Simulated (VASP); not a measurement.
# Yb (Im-3m) in VASP: electric field gradients with RPBE

Aim: the electric field gradients of Yb with RPBE.

Program: VASP 6.6.1. These are calculated values, not measurements. Logs are shortened: lines on timing, memory, paths and dates and some standing lists are left out, and cuts for length are marked.

## 1. The cell of the first run

Symmetry: Im-3m, No. 229, cubic system. The conventional cell has a = 4.303 Å, b = 4.303 Å, c = 4.303 Å, α = 90.00°, β = 90.00°, γ = 90.00°. Within 4.9 Å of Yb (site symmetry m-3m) lie 14 Yb at 3.73 to 4.30 Å.

This isn't the form of Yb at room conditions, which is fcc.

## 2. Electric field gradients, RPBE, collinear spin, zero start

INCAR

```
PREC     = Accurate       # precision mode
ENCUT    = 520            # plane-wave cutoff, eV
EDIFF    = 1E-8           # SCF threshold, eV
ISMEAR   = -1             # smearing method
SIGMA    = 0.05           # smearing width, eV
LREAL    = F              # projectors in reciprocal space
LASPH    = T              # aspherical terms in the spheres
NELM     = 150            # most SCF steps
ALGO     = Normal         # electronic algorithm
ISIF     = 2              # what is computed and relaxed
LWAVE    = F              # write WAVECAR
LCHARG   = F              # write CHGCAR
ISPIN    = 2              # spin polarisation
MAGMOM   = 0              # initial moments
LORBIT   = 11             # projections on sites
LMAXMIX  = 6              # l up to which the mixer works
GGA      = RP             # functional
LEFG     = T            
NBANDS   = 22             # bands
```

KPOINTS

```
regular mesh
0
Gamma
  9 9 9
```

POSCAR

```
Yb
1.0
    3.7264778700      0.0000000000      0.0000000000
   -1.2421592897      3.5133570292      0.0000000000
   -1.2421592897     -1.7566785140      3.0426564402
Yb
1
Direct
    0.0000000000      0.0000000000      0.0000000000
```

Potentials or basis: VASP PAW PBE potentials, release 64 (Yb).

Run with:

```bash
> cat potpaw_PBE.64/Yb/POTCAR > POTCAR
> mpirun -np 1 vasp_std > vasp.out
```

OUTCAR:

```text
PREC = Accurate
   ENCUT = 520
   EDIFF = 1E-8
   ISMEAR = -1
   LREAL = F
   LASPH = T
   NELM = 150
   ISIF = 2
   ISPIN = 2
   LORBIT = 11
   GGA = RP

 ion  position               nearest neighbor table
   1  0.000  0.000  0.000-

  LATTYP: Found a body centered cubic cell.
 ALAT       =     4.3029660028

  Lattice vectors:

 A1 = (   3.7264778700,   0.0000000000,   0.0000000000)
 A2 = (  -1.2421592897,   3.5133570292,   0.0000000000)
 A3 = (  -1.2421592897,  -1.7566785140,   3.0426564402)

Analysis of symmetry for initial positions (statically):
=====================================================================
 Subroutine PRICEL returns:
 Original cell was already a primitive cell.

 Routine SETGRP: Setting up the symmetry group for a
 body centered cubic supercell.

 Subroutine GETGRP returns: Found 48 space group operations
 (whereof 48 operations were pure point group operations)
 out of a pool of 48 trial point group operations.

The static configuration has the point symmetry O_h .

Analysis of symmetry for dynamics (positions and initial velocities):
=====================================================================
 Subroutine PRICEL returns:
 Original cell was already a primitive cell.

 Routine SETGRP: Setting up the symmetry group for a
 body centered cubic supercell.

 Subroutine GETGRP returns: Found 48 space group operations
 (whereof 48 operations were pure point group operations)
 out of a pool of 48 trial point group operations.

The dynamic configuration has the point symmetry O_h .

Analysis of structural, dynamic, and magnetic symmetry:
=====================================================================
 Subroutine PRICEL returns:
 Original cell was already a primitive cell.

 Routine SETGRP: Setting up the symmetry group for a
 body centered cubic supercell.

 Subroutine GETGRP returns: Found 48 space group operations
 (whereof 48 operations were pure point group operations)
 out of a pool of 48 trial point group operations.

The overall configuration has the point symmetry O_h .

 Subroutine INISYM returns: Found 48 space group operations
 (whereof 48 operations are pure point group operations),
 and found     1 'primitive' translations

----------------------------------------------------------------------------------------

                                     Primitive cell

  volume of cell :      39.8358

  direct lattice vectors                    reciprocal lattice vectors
     3.726477870  0.000000000  0.000000000     0.268349910  0.094876020  0.164330088
    -1.242159290  3.513357029  0.000000000     0.000000000  0.284628061  0.164330088
    -1.242159290 -1.756678514  3.042656440     0.000000000  0.000000000  0.328660176

  length of vectors
     3.726477870  3.726477870  3.726477870     0.328660176  0.328660176  0.328660176

  position of ions in fractional coordinates (direct lattice)
     0.000000000  0.000000000  0.000000000

  ion indices of the primitive-cell ions
   primitive index   ion index
                 1           1

----------------------------------------------------------------------------------------

 KPOINTS: regular mesh

Automatic generation of k-mesh.
 Grid dimensions read from file:
 generate k-points for:    9    9    9

 Generating k-lattice:

  Cartesian coordinates                     Fractional coordinates (reciprocal lattice)
     0.029816657  0.010541780  0.018258899     0.111111111  0.000000000 -0.000000000
     0.000000000  0.031625340  0.018258899     0.000000000  0.111111111 -0.000000000
     0.000000000  0.000000000  0.036517797     0.000000000  0.000000000  0.111111111

  Length of vectors
     0.036517797  0.036517797  0.036517797

  Shift w.r.t. Gamma in fractional coordinates (k-lattice)
     0.000000000  0.000000000  0.000000000

 Subroutine IBZKPT returns following result:
 ===========================================

 Found     35 irreducible k-points:

 Following reciprocal coordinates:
            Coordinates               Weight
  0.000000  0.000000  0.000000      1.000000
  0.111111  0.000000  0.000000     12.000000
  0.222222  0.000000 -0.000000     12.000000
  0.333333  0.000000 -0.000000     12.000000
  0.444444  0.000000 -0.000000     12.000000
  0.111111  0.111111  0.000000     24.000000
[... 16 lines left out ...]
 -0.333333  0.444444  0.111111     48.000000
 -0.444444 -0.444444  0.111111     24.000000
 [... further k-points ...]
   k-points           NKPTS =     35   k-points in BZ     NKDIM =     35   number of bands    NBANDS=     22
   number of dos      NEDOS =    301   number of ions     NIONS =      1
   total plane-waves  NPLWV =  21952
   dimension x,y,z NGX =    28 NGY =   28 NGZ =   28
   dimension x,y,z NGXF=    56 NGYF=   56 NGZF=   56
   ions per type =               1
   NGX,Y,Z   is equivalent  to a cutoff of  12.49, 12.49, 12.49 a.u.
   NGXF,Y,Z  is equivalent  to a cutoff of  24.98, 24.98, 24.98 a.u.
 SYSTEM =  unknown system
   PREC   = accura    normal or accurate (medium, high low for compatibility)
   ISTART =      0    job   : 0-new  1-cont  2-samecut
   ICHARG =      2    charge: 1-file 2-atom 10-const
   ISPIN  =      2    spin polarized calculation?
   LNONCOLLINEAR =      F non collinear calculations
   LSORBIT =      F    spin-orbit coupling
   LASPH  =      T    aspherical Exc in radial PAW
   ENCUT  =  520.0 eV  38.22 Ry    6.18 a.u.   6.93  6.93  6.93*2*pi/ulx,y,z
   NELM   =    150;   NELMIN=  2; NELMDL= -5     # of ELM steps
   EDIFF  = 0.1E-07   stopping-criterion for ELM
   LREAL  =      F    real-space projection
   EDIFFG = 0.1E-06   stopping-criterion for IOM
   NSW    =      0    number of steps for IOM
   IBRION =     -1    ionic relax: 0-MD 1-quasi-New 2-CG
   NFREE  =      0    steps in history (QN), initial steepest desc. (CG)
   ISIF   =      2    stress and relaxation
   ISYM   =      2    0-nonsym 1-usesym 2-fastsym
   POTIM  = 0.5000    time-step for ionic-motion
   TEBEG  =    0.0;   TEEND  =   0.0 temperature during run
   PSTRESS=    0.0 pullay stress
   NELECT =      24.0000    total number of electrons
   NUPDOWN=      -1.0000    fix difference up-down
   EMIN   =  10.00;   EMAX   =-10.00  energy-range for DOS
   EFERMI =   0.00;   METHOD = LEGACY
   ISMEAR =    -1;   SIGMA  =   0.05  broadening in eV -4-tet -1-fermi 0-gaus
   EFERMI_NEDOS =   21; number of points for ismear=-14 and -15
   IALGO  =     38    algorithm
   IMIX   =      4    mixing-type and parameters
     AMIX     =   0.40;   BMIX     =  1.00
     AMIX_MAG =   1.60;   BMIX_MAG =  1.00
  volume/ion in A,a.u.               =      39.84       268.83
  Fermi-wavevector in a.u.,A,eV,Ry     =   1.382677  2.612880 26.011550  1.911795
  Thomas-Fermi vector in A             =   2.507346
   LORBIT       =     11    0 simple, 1 ext, 2 COOP (PROOUT), +10 PAW based schemes
   GGA     = RP    functional components
   LHFCALC =     F    Hartree Fock is set to
   AEXX    =    0.0000 exact exchange contribution
   IVDW    =     0    specifies the selected vdW correction
   LEPSILON=     F    determine dielectric tensor
   LRPA    =     F    only Hartree local field effects (RPA)
 spin polarized calculation
  energy-cutoff  :      520.00
  volume of cell :       39.84
 maximum number of plane-waves:      1097
   NGX = 13   NGY = 13   NGZ = 13

 number of electron      24.0000000 magnetization       0.0015863

 number of electron      24.0000000 magnetization      -0.0000898

 Free energy of the ion-electron system (eV)
  ---------------------------------------------------
  ext. energy  EPLUGINS =         0.00000000
  ---------------------------------------------------
  free energy    TOTEN  =        -3.28609615 eV

  energy without entropy =       -3.27182461  energy(sigma->0) =       -3.27896038

 E-fermi :   1.3874     XC(G=0):  -8.8519

 val. band max:        1.3726452250   @ k =  -0.4444  -0.4444   0.2222
 cond. band min:       1.3954568445   @ k =  -0.4444  -0.4444   0.2222
 fundamental gap:      0.0228116195
 Fermi energy:         1.3874398797

 spin component 1

 k-point     1 :       0.0000    0.0000    0.0000
  band No.  band energies     occupation
      1     -50.4627      1.00000
      2     -22.6946      1.00000
      3     -22.6946      1.00000
      4     -22.6946      1.00000
      5      -3.5251      1.00000
      6       0.9751      0.99974
[... 14 lines left out ...]
     21      16.9843      0.00000
     22      16.9843      0.00000

 k-point     2 :       0.1111    0.0000    0.0000
  band No.  band energies     occupation
      1     -50.4614      1.00000
      2     -22.7232      1.00000
      3     -22.7041      1.00000
      4     -22.6945      1.00000
      5      -3.2543      1.00000
      6       0.9768      0.99973
[... 542 lines left out ...]
 k-point    24 :      -0.4444   -0.4444    0.1111
  band No.  band energies     occupation
      1     -50.4496      1.00000
      2     -22.9089      1.00000
      3     -22.8101      1.00000
      4     -22.7327      1.00000
      5       0.5163      1.00000
      6       0.9733      0.99975
[... 14 lines left out ...]
     21      14.8982      0.00000
     22      16.2814      0.00000

 [... further k-points ...]

 spin component 2

 k-point     1 :       0.0000    0.0000    0.0000
  band No.  band energies     occupation
      1     -50.4627      1.00000
      2     -22.6946      1.00000
      3     -22.6946      1.00000
      4     -22.6946      1.00000
      5      -3.5249      1.00000
      6       0.9749      0.99974
[... 14 lines left out ...]
     21      16.9844      0.00000
     22      16.9844      0.00000

 k-point     2 :       0.1111    0.0000    0.0000
  band No.  band energies     occupation
      1     -50.4615      1.00000
      2     -22.7233      1.00000
      3     -22.7041      1.00000
      4     -22.6946      1.00000
      5      -3.2541      1.00000
      6       0.9766      0.99973
[... 542 lines left out ...]
 k-point    24 :      -0.4444   -0.4444    0.1111
  band No.  band energies     occupation
      1     -50.4497      1.00000
      2     -22.9089      1.00000
      3     -22.8102      1.00000
      4     -22.7327      1.00000
      5       0.5163      1.00000
      6       0.9732      0.99975
[... 14 lines left out ...]
     21      14.8983      0.00000
     22      16.2815      0.00000

 [... further k-points ...]

------------------------ aborting loop because EDIFF is reached ----------------------------------------

  FORCE on cell =-STRESS in cart. coord.  units (eV):
  Direction    XX          YY          ZZ          XY          YZ          ZX
  --------------------------------------------------------------------------------------
  -------------------------------------------------------------------------------------
  Total       -0.3133085     -0.3133085     -0.3133085     -0.0000000     -0.0000000     -0.0000000
  in kB      -12.6011152    -12.6011152    -12.6011152     -0.0000000     -0.0000000     -0.0000000
  external PRESSURE =     -12.6011152 kB  Pullay stress =       0.0000000 kB

 VOLUME and BASIS-vectors are now :
 -----------------------------------------------------------------------------
  energy-cutoff  :      520.00
  volume of cell :       39.84
      direct lattice vectors                 reciprocal lattice vectors
     3.726477870  0.000000000  0.000000000     0.268349910  0.094876020  0.164330088
    -1.242159290  3.513357029  0.000000000     0.000000000  0.284628061  0.164330088
    -1.242159290 -1.756678514  3.042656440     0.000000000  0.000000000  0.328660176

 POSITION                                       TOTAL-FORCE (eV/Angst)
 -----------------------------------------------------------------------------------
      0.00000      0.00000      0.00000         0.000000      0.000000      0.000000
 -----------------------------------------------------------------------------------
    total drift:                               -0.000000      0.000000     -0.000000

  FREE ENERGIE OF THE ION-ELECTRON SYSTEM (eV)
  ---------------------------------------------------
  free  energy   TOTEN  =        -3.2860961465 eV

  energy  without entropy=       -3.2718246131  energy(sigma->0) =       -3.27896038

 Electric field gradients (V/A^2)
---------------------------------------------------------------------
 ion       V_xx      V_yy      V_zz      V_xy      V_xz      V_yz
---------------------------------------------------------------------
   1       0.003     0.001    -0.004    -0.002    -0.003    -0.005
---------------------------------------------------------------------

 Electric field gradients after diagonalization (V/A^2)
 (convention: |V_zz| > |V_xx| > |V_yy|)
----------------------------------------------------------------------
 ion       V_xx      V_yy      V_zz     asymmetry (V_yy - V_xx)/ V_zz
----------------------------------------------------------------------
   1       0.004     0.004    -0.008       0.000
----------------------------------------------------------------------

           NMR quadrupolar parameters

 Cq : quadrupolar parameter    Cq=e*Q*V_zz/h
 eta: asymmetry parameters     (V_yy - V_xx)/ V_zz
 Q  : nuclear electric quadrupole moment in mb (millibarn)
----------------------------------------------------------------------
 ion       Cq(MHz)       eta       Q (mb)
----------------------------------------------------------------------
   1      -0.000       0.000       1.000
----------------------------------------------------------------------

 total charge

# of ion       s       p       d       f       tot
--------------------------------------------------
    1        2.208   6.017   0.237  13.640  22.103

 magnetization (x)

# of ion       s       p       d       f       tot
--------------------------------------------------
    1       -0.000   0.000   0.000  -0.000  -0.000
```

Run time: 2.4 min. Hardware: 1 thread of Intel Xeon Platinum 8488C (Sapphire Rapids), shared host; peak memory 0.21 GiB.

What came out:

| Item | Value |
| --- | --- |
| Free energy | -3.2861 eV |
| Pressure | -1.3 GPa |
| Band gap on the k mesh | zero (filled and empty bands overlap) |
| Net moment | 0.00 μB per cell |
| Largest electric field gradient by atom | zero within the noise of the run |
| Valence electrons inside the program's atomic spheres | Yb 22.10 |

Caveat: the PAW data sets were made with another functional, which shifts forces and pressure a little; spin-orbit coupling is left out, which moves the levels of the heavy elements.
